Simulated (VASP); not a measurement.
**CO2: single point with PBE**

Crystal: CO2.

```
CELL_PARAMETERS angstrom
-1.98241 1.98241 2.99137
1.98241 -1.98241 2.99137
1.98241 1.98241 -2.99137
ATOMIC_POSITIONS crystal
C 0.00000 0.00000 0.00000
C 0.75000 0.25000 0.50000
O 0.37500 0.28931 0.41431
O 0.71069 0.12500 0.08569
O 0.87500 0.96069 0.58569
O 0.03931 0.62500 0.91431
```

| Item | Value |
| --- | --- |
| Program | VASP 6.6.1 |
| Task | single point |
| Functional | PBE |
| Potentials or basis | VASP PAW PBE potentials, release 64 (C, O) |
| Cutoff | 520 eV |
| k mesh | 10 × 10 × 10 |
| Occupations | gaussian, width 0.05 eV |
| Spin | no spin polarisation |

```yaml
Pressure: 1.4 GPa
Largest_force: 0.077 eV/Å
Band_gap_on_the_k_mesh: 7.64 eV, indirect (least direct gap 8.09 eV)
```

Forces in eV/Å, atoms in the order of the input:
```
C    0.000  0.000  0.000
C    0.000  0.000  0.000
O    0.077  0.000  0.000
O    0.000 -0.077  0.000
O   -0.077  0.000  0.000
O    0.000  0.077  0.000
```

Stress tensor (GPa, compression positive):
```
1.47 0.00 0.00
0.00 1.47 0.00
0.00 0.00 1.20
```

Levels at points of the mesh, in eV from the valence-band top:
```csv
k point,band 12,band 13,band 14,band 15,band 16,band 17,band 18,band 19,band 20,band 21
"(0.00, 0.00, 0.00)",-1.17,-1.17,-0.88,-0.88,-0.44,7.64,9.09,9.20,9.20,12.25
"(0.50, 0.00, 0.00)",-2.23,-1.67,-1.35,-0.41,0.00,8.19,9.40,9.54,10.26,12.35
"(0.50, 0.50, 0.00)",-2.64,-0.65,-0.65,-0.50,-0.50,8.81,8.81,9.86,9.86,11.67
"(0.50, 0.50, 0.50)",-3.09,-2.82,-2.82,-0.01,-0.01,8.88,8.88,10.56,10.56,11.38
```

Wall time 70 s on 1 thread of Intel(R) Xeon(R) 6975P-C (Granite Rapids), with other jobs on the host, peak memory 0.21 GiB.

A k mesh can miss the band edges. PBE gaps usually lie below the measured ones, often by a third to a half.
